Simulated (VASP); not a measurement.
# Zr (P6_3/mmc) in VASP: a series of runs

Zr is run at these levels: PBE; tasks: electric field gradients.

All numbers are computed with VASP 6.6.1; they aren't measurements. Logs are shortened: lines on timing, memory, paths and dates and some standing lists are left out, and cuts for length are marked.

### Step 1. The cell of the first run

The structure is hexagonal, space group P6_3/mmc (No. 194). The conventional cell has a = 3.167 Å, b = 3.167 Å, c = 5.043 Å, α = 90.00°, β = 90.00°, γ = 120.00°. Zr (site symmetry -6m2) has 12 Zr at 3.11 to 3.17 Å within 4.1 Å.

### Step 2. Electric field gradients, PBE (21.90 Å³/atom)

The input, INCAR:

```
SYSTEM = Zr
ALGO     = Normal         ! electronic algorithm
EDIFF    = 1E-8           ! SCF threshold, eV
ENCUT    = 520            ! plane-wave cutoff, eV
GGA      = PE             ! functional
ISIF     = 2              ! what is computed and relaxed
ISMEAR   = -1             ! smearing method
LASPH    = .TRUE.         ! aspherical terms in the spheres
LCHARG   = .FALSE.        ! write CHGCAR
LEFG     = .TRUE.       
LREAL    = .FALSE.        ! projectors in reciprocal space
LWAVE    = .FALSE.        ! write WAVECAR
NBANDS   = 19             ! bands
NELM     = 80             ! most SCF steps
PREC     = Accurate       ! precision mode
SIGMA    = 0.03           ! smearing width, eV
```

The input, KPOINTS:

```
k-points
0
G
  13 13 7
  0 0 0
```

The input, POSCAR:

```
Zr
1.0
    3.1665818138      0.0000000000      0.0000000000
   -1.5832909069      2.7423402939      0.0000000000
    0.0000000000      0.0000000000      5.0428235023
Zr
2
Direct
    0.3333333333      0.6666666667      0.2500000000
    0.6666666667      0.3333333333      0.7500000000
```

Potentials or basis: VASP PAW PBE potentials, release 64 (Zr_sv).

Launch:

```sh
$ cat potpaw_PBE.64/Zr_sv/POTCAR > POTCAR
$ mpirun -np 1 vasp_std > vasp.out
```

OUTCAR:

```text
SYSTEM = Zr
   EDIFF = 1E-8
   ENCUT = 520
   GGA = PE
   ISIF = 2
   ISMEAR = -1
   LASPH = .TRUE.
   LREAL = .FALSE.
   NELM = 80
   PREC = Accurate

 ion  position               nearest neighbor table
   1  0.333  0.667  0.250-   2 3.11   2 3.11   2 3.11   2 3.11   2 3.11   2 3.11
   2  0.667  0.333  0.750-   1 3.11   1 3.11   1 3.11   1 3.11   1 3.11   1 3.11

  LATTYP: Found a hexagonal cell.
 ALAT       =     3.1665818138
 C/A-ratio  =     1.5925132521

  Lattice vectors:

 A1 = (   3.1665818138,   0.0000000000,   0.0000000000)
 A2 = (  -1.5832909069,   2.7423402939,   0.0000000000)
 A3 = (   0.0000000000,   0.0000000000,   5.0428235023)

Analysis of symmetry for initial positions (statically):
=====================================================================
 Subroutine PRICEL returns:
 Original cell was already a primitive cell.

 Routine SETGRP: Setting up the symmetry group for a
 hexagonal supercell.

 Subroutine GETGRP returns: Found 24 space group operations
 (whereof 12 operations were pure point group operations)
 out of a pool of 24 trial point group operations.

The static configuration has the point symmetry D_3d.
 The point group associated with its full space group is D_6h.

Analysis of symmetry for dynamics (positions and initial velocities):
=====================================================================
 Subroutine PRICEL returns:
 Original cell was already a primitive cell.

 Routine SETGRP: Setting up the symmetry group for a
 hexagonal supercell.

 Subroutine GETGRP returns: Found 24 space group operations
 (whereof 12 operations were pure point group operations)
 out of a pool of 24 trial point group operations.

The dynamic configuration has the point symmetry D_3d.
 The point group associated with its full space group is D_6h.

 Subroutine INISYM returns: Found 24 space group operations
 (whereof 12 operations are pure point group operations),
 and found     1 'primitive' translations

----------------------------------------------------------------------------------------

                                     Primitive cell
[... 123 lines left out ...]
  energy-cutoff  :      520.00
  volume of cell :       43.79
 maximum number of plane-waves:      1194
 NGX is ok and might be reduce to    24
   NGX = 11   NGY = 11   NGZ = 19

 number of electron      24.0000000 magnetization

 Free energy of the ion-electron system (eV)
  ---------------------------------------------------
  ext. energy  EPLUGINS =         0.00000000
  ---------------------------------------------------
  free energy    TOTEN  =       -16.97854981 eV

  energy without entropy =      -16.97134262  energy(sigma->0) =      -16.97494622

 E-fermi :   9.7155     XC(G=0): -11.3636

 val. band max:        9.7119779679   @ k =   0.2308   0.1538   0.4286
 cond. band min:       9.7169137170   @ k =   0.0769  -0.0000   0.2857
 fundamental gap:      0.0049357491
 Fermi energy:         9.7154607000

 k-point     1 :       0.0000    0.0000    0.0000
  band No.  band energies     occupation
      1     -39.0299      2.00000
      2     -38.8309      2.00000
      3     -17.6707      2.00000
      4     -16.6189      2.00000
      5     -16.6189      2.00000
      6     -16.4492      2.00000
[... 505 lines left out ...]
      6     -16.6683      2.00000
[... 11 lines left out ...]
     18      12.1164      0.00000
     19      14.7856      0.00000

 [... further k-points ...]

------------------------ aborting loop because EDIFF is reached ----------------------------------------

  FORCE on cell =-STRESS in cart. coord.  units (eV):
  Direction    XX          YY          ZZ          XY          YZ          ZX
  --------------------------------------------------------------------------------------
  -------------------------------------------------------------------------------------
  Total        1.7765412      1.7765412      2.1111823      0.0000000      0.0000000      0.0000000
  in kB       64.9980055     64.9980055     77.2414634      0.0000000      0.0000000      0.0000000
  external PRESSURE =      69.0791581 kB  Pullay stress =       0.0000000 kB

 VOLUME and BASIS-vectors are now :
 -----------------------------------------------------------------------------
  energy-cutoff  :      520.00
  volume of cell :       43.79
      direct lattice vectors                 reciprocal lattice vectors
     3.166581814  0.000000000  0.000000000     0.315797936  0.182326023  0.000000000
    -1.583290907  2.742340294  0.000000000     0.000000000  0.364652046  0.000000000
     0.000000000  0.000000000  5.042823502     0.000000000  0.000000000  0.198301606

 POSITION                                       TOTAL-FORCE (eV/Angst)
 -----------------------------------------------------------------------------------
     -0.00000      1.82823      1.26071         0.000000     -0.000000      0.000000
      1.58329      0.91411      3.78212        -0.000000      0.000000      0.000000
 -----------------------------------------------------------------------------------
    total drift:                                0.000000     -0.000000      0.000000

  FREE ENERGIE OF THE ION-ELECTRON SYSTEM (eV)
  ---------------------------------------------------
  free  energy   TOTEN  =       -16.9785498083 eV

  energy  without entropy=      -16.9713426228  energy(sigma->0) =      -16.97494622

 Electric field gradients (V/A^2)
---------------------------------------------------------------------
 ion       V_xx      V_yy      V_zz      V_xy      V_xz      V_yz
---------------------------------------------------------------------
   1     -24.362   -24.362    48.724    -0.000    -0.000     0.000
   2     -24.362   -24.362    48.724    -0.000     0.000    -0.000
---------------------------------------------------------------------

 Electric field gradients after diagonalization (V/A^2)
 (convention: |V_zz| > |V_xx| > |V_yy|)
----------------------------------------------------------------------
 ion       V_xx      V_yy      V_zz     asymmetry (V_yy - V_xx)/ V_zz
----------------------------------------------------------------------
   1     -24.362   -24.362    48.724       0.000
   2     -24.362   -24.362    48.724       0.000
----------------------------------------------------------------------

           NMR quadrupolar parameters

 Cq : quadrupolar parameter    Cq=e*Q*V_zz/h
 eta: asymmetry parameters     (V_yy - V_xx)/ V_zz
 Q  : nuclear electric quadrupole moment in mb (millibarn)
----------------------------------------------------------------------
 ion       Cq(MHz)       eta       Q (mb)
----------------------------------------------------------------------
   1       0.118       0.000       1.000
   2       0.118       0.000       1.000
----------------------------------------------------------------------
```

Run time: 77 s. Hardware: 1 thread of Intel Xeon 8259CL, shared host; peak memory 0.19 GiB.

What came out:

| Item | Value |
| --- | --- |
| Free energy | -16.9785 eV |
| Pressure | 6.9 GPa |
| Band gap on the k mesh | zero (bands 12 and 13 overlap by 1.22 eV) |
| Largest electric field gradient by atom | Zr +48.7 V/Å² |

Levels at points of the mesh, in eV from the Fermi level:
| k point | band 10 | band 11 | band 12 | band 13 | band 14 | band 15 |
| --- | --- | --- | --- | --- | --- | --- |
| (0.00, 0.00, 0.00) | -3.22 | 0.85 | 0.85 | 1.02 | 1.40 | 1.60 |

Electric field gradients, principal values (V/Å²):
| atom | least | middle | greatest (by size) |
| --- | --- | --- | --- |
| 1 Zr | -24.362 | -24.362 | 48.724 |
| 2 Zr | -24.362 | -24.362 | 48.724 |

Caveat: the cell stands under pressure; without QUAD_EFG the Cq values of the log hold for a quadrupole moment of 1 mb, not for the nuclei.

### Step 3. Electric field gradients, PBE (22.82 Å³/atom)

This run uses another cell than the first one, of 22.82 Å³/atom.

The input, INCAR:

```
SYSTEM = Zr
PREC = Accurate
ENCUT = 520
EDIFF = 1E-8
ISMEAR = -1
SIGMA = 0.03
LREAL = .False.
LASPH = .True.
NELM = 80
ALGO = Normal
ISIF = 2
LWAVE = .False.
LCHARG = .False.
GGA = PE
LEFG = .True.
NBANDS = 19
```

The input, KPOINTS:

```
Automatic mesh
0
Gamma
  13 13 7
  0 0 0
```

The input, POSCAR:

```
Zr
1.0
    3.2103063057      0.0000000000      0.0000000000
   -1.6051531528      2.7802068146      0.0000000000
    0.0000000000      0.0000000000      5.1124553350
Zr
2
Direct
    0.3333333333      0.6666666667      0.2500000000
    0.6666666667      0.3333333333      0.7500000000
```

Potentials or basis: VASP PAW PBE potentials, release 64 (Zr_sv).

Launch:

```sh
$ cat potpaw_PBE.64/Zr_sv/POTCAR > POTCAR
$ mpirun -np 1 vasp_std > vasp.out
```

OUTCAR:

```text
SYSTEM = Zr
   PREC = Accurate
   ENCUT = 520
   EDIFF = 1E-8
   ISMEAR = -1
   LREAL = .False.
   LASPH = .True.
   NELM = 80
   ISIF = 2
   GGA = PE

 ion  position               nearest neighbor table
   1  0.333  0.667  0.250-   2 3.16   2 3.16   2 3.16   2 3.16   2 3.16   2 3.16
   2  0.667  0.333  0.750-   1 3.16   1 3.16   1 3.16   1 3.16   1 3.16   1 3.16

  LATTYP: Found a hexagonal cell.
 ALAT       =     3.2103063057
 C/A-ratio  =     1.5925132521

  Lattice vectors:

 A1 = (   3.2103063057,   0.0000000000,   0.0000000000)
 A2 = (  -1.6051531528,   2.7802068146,   0.0000000000)
 A3 = (   0.0000000000,   0.0000000000,   5.1124553350)

Analysis of symmetry for initial positions (statically):
=====================================================================
 Subroutine PRICEL returns:
 Original cell was already a primitive cell.

 Routine SETGRP: Setting up the symmetry group for a
 hexagonal supercell.
[... 719 lines left out ...]
  volume of cell :       45.63
      direct lattice vectors                 reciprocal lattice vectors
     3.210306306  0.000000000  0.000000000     0.311496756  0.179842736  0.000000000
    -1.605153153  2.780206815  0.000000000     0.000000000  0.359685472  0.000000000
     0.000000000  0.000000000  5.112455335     0.000000000  0.000000000  0.195600731

 POSITION                                       TOTAL-FORCE (eV/Angst)
 -----------------------------------------------------------------------------------
     -0.00000      1.85347      1.27811        -0.000000      0.000000      0.000000
      1.60515      0.92674      3.83434         0.000000     -0.000000      0.000000
 -----------------------------------------------------------------------------------
    total drift:                               -0.000000      0.000000     -0.000000

  FREE ENERGIE OF THE ION-ELECTRON SYSTEM (eV)
  ---------------------------------------------------
  free  energy   TOTEN  =       -17.0325231226 eV

  energy  without entropy=      -17.0252178218  energy(sigma->0) =      -17.02887047

 Electric field gradients (V/A^2)
---------------------------------------------------------------------
 ion       V_xx      V_yy      V_zz      V_xy      V_xz      V_yz
---------------------------------------------------------------------
   1     -21.070   -21.070    42.139     0.000     0.000    -0.000
   2     -21.070   -21.070    42.139     0.000    -0.000     0.000
---------------------------------------------------------------------

 Electric field gradients after diagonalization (V/A^2)
 (convention: |V_zz| > |V_xx| > |V_yy|)
----------------------------------------------------------------------
 ion       V_xx      V_yy      V_zz     asymmetry (V_yy - V_xx)/ V_zz
----------------------------------------------------------------------
   1     -21.070   -21.070    42.139       0.000
   2     -21.070   -21.070    42.139       0.000
----------------------------------------------------------------------

           NMR quadrupolar parameters

 Cq : quadrupolar parameter    Cq=e*Q*V_zz/h
 eta: asymmetry parameters     (V_yy - V_xx)/ V_zz
 Q  : nuclear electric quadrupole moment in mb (millibarn)
----------------------------------------------------------------------
 ion       Cq(MHz)       eta       Q (mb)
----------------------------------------------------------------------
   1       0.102       0.000       1.000
   2       0.102       0.000       1.000
----------------------------------------------------------------------
```

OSZICAR:

```text
N       E                     dE             d eps       ncg     rms          rms(c)
DAV:   1     0.218288413491E+03    0.21829E+03   -0.13293E+04  3200   0.126E+03
DAV:   2    -0.143289767196E+01   -0.21972E+03   -0.21544E+03  3692   0.369E+02
DAV:   3    -0.172918442160E+02   -0.15859E+02   -0.15749E+02  5772   0.720E+01
DAV:   4    -0.177036877883E+02   -0.41184E+00   -0.41128E+00  3789   0.118E+01
DAV:   5    -0.177154119237E+02   -0.11724E-01   -0.11722E-01  4743   0.142E+00    0.149E+01
DAV:   6    -0.171374882303E+02    0.57792E+00   -0.89820E-01  3472   0.724E+00    0.593E+00
DAV:   7    -0.170260144104E+02    0.11147E+00   -0.58582E-01  4456   0.512E+00    0.112E+00
DAV:   8    -0.170324518432E+02   -0.64374E-02   -0.39563E-02  4155   0.150E+00    0.241E-01
DAV:   9    -0.170325631821E+02   -0.11134E-03   -0.14098E-03  4183   0.328E-01    0.321E-02
DAV:  10    -0.170325217742E+02    0.41408E-04   -0.35311E-05  4169   0.371E-02    0.216E-02
DAV:  11    -0.170325235156E+02   -0.17414E-05   -0.82809E-06  3616   0.313E-02    0.255E-03
DAV:  12    -0.170325234843E+02    0.31269E-07   -0.34111E-07  4647   0.357E-03    0.234E-03
DAV:  13    -0.170325231860E+02    0.29832E-06   -0.39516E-08  3279   0.161E-03    0.774E-04
DAV:  14    -0.170325231276E+02    0.58405E-07   -0.71185E-09  1986   0.999E-04    0.174E-04
DAV:  15    -0.170325231226E+02    0.49781E-08   -0.89407E-10  1911   0.283E-04
   1 F= -.17032523E+02 E0= -.17028870E+02  d E =-.730530E-02
```

stdout:

```text
POSCAR found type information on POSCAR Zr
 POSCAR found :  1 types and       2 ions
 scaLAPACK will be used
 LDA part: xc-table for (Slater+PW92), standard interpolation
 POSCAR, INCAR and KPOINTS ok, starting setup
 FFT: planning ... GRIDC
 FFT: planning ... GRID_SOFT
 FFT: planning ... GRID
 WAVECAR not read
 entering main loop
ion   1

ion   2
```

Wall time 75 s (1 thread of Intel Xeon 8259CL, shared host); peak memory 0.2 GiB.

What came out:

```
Free energy                             : -17.0325 eV
Pressure                                : 2.5 GPa
Band gap on the k mesh                  : zero (bands 12 and 13 overlap by 1.12 eV)
Largest electric field gradient by atom : Zr +42.1 V/Å²
```

Electric field gradients, principal values (V/Å²):
```tsv
atom	least	middle	greatest (by size)
1 Zr	-21.070	-21.070	42.139
2 Zr	-21.070	-21.070	42.139
```

Caveat: without QUAD_EFG the Cq values of the log hold for a quadrupole moment of 1 mb, not for the nuclei.
